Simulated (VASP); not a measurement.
Input of a VASP 6.6.1 run:

INCAR

```
  PREC = Accurate
  ENCUT = 600
  EDIFF = 1E-6
  ISMEAR = 0
  SIGMA = 0.05
  LREAL = F
  LASPH = T
  NELM = 100
  ALGO = Normal
  ISIF = 4
  LWAVE = F
  LCHARG = F
  GGA = PE
  IVDW = 12
  IBRION = 2
  NSW = 60
  EDIFFG = -0.01
```

Contents of KPOINTS:

```
Automatic mesh
0
Gamma
  10 10 2
```

The input POSCAR:

```
Te2Mo
1.0
    3.5424404325      0.0000000000      0.0000000000
   -1.7712202163      3.0678434059      0.0000000000
    0.0000000000      0.0000000000     13.8814667433
Te Mo
4 2
Direct
    0.3333333333      0.6666666667      0.6173449712
    0.6666666667      0.3333333333      0.1173449712
    0.3333333333      0.6666666667      0.8826550288
    0.6666666667      0.3333333333      0.3826550288
    0.3333333333      0.6666666667      0.2500000000
    0.6666666667      0.3333333333      0.7500000000
```

Potentials or basis: VASP PAW PBE potentials, release 64 (Te, Mo_sv).

The run is started by

```console
$ cat potpaw_PBE.64/Te/POTCAR potpaw_PBE.64/Mo_sv/POTCAR > POTCAR
$ mpirun -np 1 vasp_std > vasp.out
```

(1) What does it give for the dispersion energy per atom?

(2) What does it give for the band gap on the k mesh?

Answers

(1) -0.533 eV.

(2) 0.72 eV (least direct gap 1.15 eV).

Caveat: spin-orbit coupling is left out, which moves the levels of the heavy elements.
